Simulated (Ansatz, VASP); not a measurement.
**HC20: VASP beside Ansatz**

INCAR

```
PREC = Accurate ; ENCUT = 520
EDIFF = 1E-6 ; ISMEAR = 0
SIGMA = 0.1 ; LREAL = Auto
LASPH = T ; NELM = 80
ALGO = Fast ; ISIF = 2
LWAVE = F ; LCHARG = T
LDIPOL = T ; IDIPOL = 3
DIPOL = 0.5 0.5 0.305 ; GGA = PE
IVDW = 12 ; LELF = T
LVHAR = T ; LVACPOTAV = T
NBANDS = 56
```

KPOINTS

```
regular mesh
0
Gamma
  6 4 1
```

The input POSCAR:

```
HC20
1.0
    4.9292027291      0.0000000000      0.0000000000
    0.0000000000      6.8054113579      0.0000000000
    0.0000000000      0.0000000000     22.2346643469
C H
20 1
Direct
    0.3122885183      0.2500141188      0.1798992752
    0.8122885183      0.2500141188      0.1798992752
    0.0622635010      0.2500141188      0.2119095571
    0.5622635010      0.2500141188      0.2119095571
    0.1871989222      0.7499858812      0.2279080302
    0.6871989222      0.7499858812      0.2279080302
    0.4371739048      0.7499858812      0.2599183120
    0.9371739048      0.7499858812      0.2599183120
    0.0621093260      0.2500141188      0.2759167852
    0.5621093260      0.2500141188      0.2759167852
    0.3120409925      0.2500133946      0.3071026518
    0.8120409925      0.2500133946      0.3071026518
    0.4371093881      0.7499905632      0.3309339292
    0.9371093881      0.7499905632      0.3309339292
    0.1866551682      0.7499900467      0.3565506911
    0.6866551682      0.7499900467      0.3565506911
    0.3119519864      0.2500147752      0.3740490919
    0.8119519864      0.2500147752      0.3740490919
    0.0621664184      0.2500173699      0.4018349100
    0.5621664184      0.2500173699      0.4018349100
    0.1454997517      0.4166840366      0.5502518120
```

Input for Ansatz:

```yaml
crystal:
  lattice:
    - [4.9292027291, 0.0, 0.0]
    - [0.0, 6.8054113579, 0.0]
    - [0.0, 0.0, 22.2346643469]
  atoms:
    - { symbol: C, position: [0.3122885183, 0.2500141188, 0.1798992752] }
    - { symbol: C, position: [0.8122885183, 0.2500141188, 0.1798992752] }
    - { symbol: C, position: [0.062263501, 0.2500141188, 0.2119095571] }
    - { symbol: C, position: [0.562263501, 0.2500141188, 0.2119095571] }
    - { symbol: C, position: [0.1871989222, 0.7499858812, 0.2279080302] }
    - { symbol: C, position: [0.6871989222, 0.7499858812, 0.2279080302] }
    - { symbol: C, position: [0.4371739048, 0.7499858812, 0.259918312] }
    - { symbol: C, position: [0.9371739048, 0.7499858812, 0.259918312] }
    - { symbol: C, position: [0.062109326, 0.2500141188, 0.2759167852] }
    - { symbol: C, position: [0.562109326, 0.2500141188, 0.2759167852] }
    - { symbol: C, position: [0.3120409925, 0.2500133946, 0.3071026518] }
    - { symbol: C, position: [0.8120409925, 0.2500133946, 0.3071026518] }
    - { symbol: C, position: [0.4371093881, 0.7499905632, 0.3309339292] }
    - { symbol: C, position: [0.9371093881, 0.7499905632, 0.3309339292] }
    - { symbol: C, position: [0.1866551682, 0.7499900467, 0.3565506911] }
    - { symbol: C, position: [0.6866551682, 0.7499900467, 0.3565506911] }
    - { symbol: C, position: [0.3119519864, 0.2500147752, 0.3740490919] }
    - { symbol: C, position: [0.8119519864, 0.2500147752, 0.3740490919] }
    - { symbol: C, position: [0.0621664184, 0.2500173699, 0.40183491] }
    - { symbol: C, position: [0.5621664184, 0.2500173699, 0.40183491] }
    - { symbol: H, position: [0.1454997517, 0.4166840366, 0.550251812] }
basis:
  ecutwfc: 420
kpoints:
  mp_grid: { grid: [6, 4, 1] }
hamiltonian:
  xc: pbe
  pseudopotentials: { kind: paw, azcp: { folder: soft_1 } }
  dispersion: d3bj
scf:
  occupations: { method: gaussian, width: 0.1 }
output:
  forces: true
  eigenvalues: true
efield:
  axis: 3
  dipole_correction: true
  ramp_width: 0.04
```

Alike in both runs: task single point; functional PBE; dispersion D3(BJ); k mesh 6 × 4 × 1; occupations gaussian, width 0.1 eV; no spin polarisation.

```csv
,VASP,Ansatz
version,VASP 6.6.1,Ansatz 0.2.0
potentials or method,"VASP PAW PBE potentials, release 64 (C, H), cutoff 520 eV","scalar-relativistic, plane waves, PAW"
valence electrons in the cell,81,81
```

Ansatz gave:

```
gap on the k mesh at the Fermi level (eV)  : none
rms of the force components (eV/Å)         : 1.110
work function, face that differs most (eV) : 6.72
```

Estimate VASP's values.

gap on the k mesh at the Fermi level (eV): none; rms of the force components (eV/Å): 1.102; work function, face that differs most (eV): 6.72.

Atom by atom the forces differ by 0.013 eV/Å (rms over components). A gap of «none» marks a metal or a gap that the smearing closes. Ansatz's warnings: vacuum below fermi.
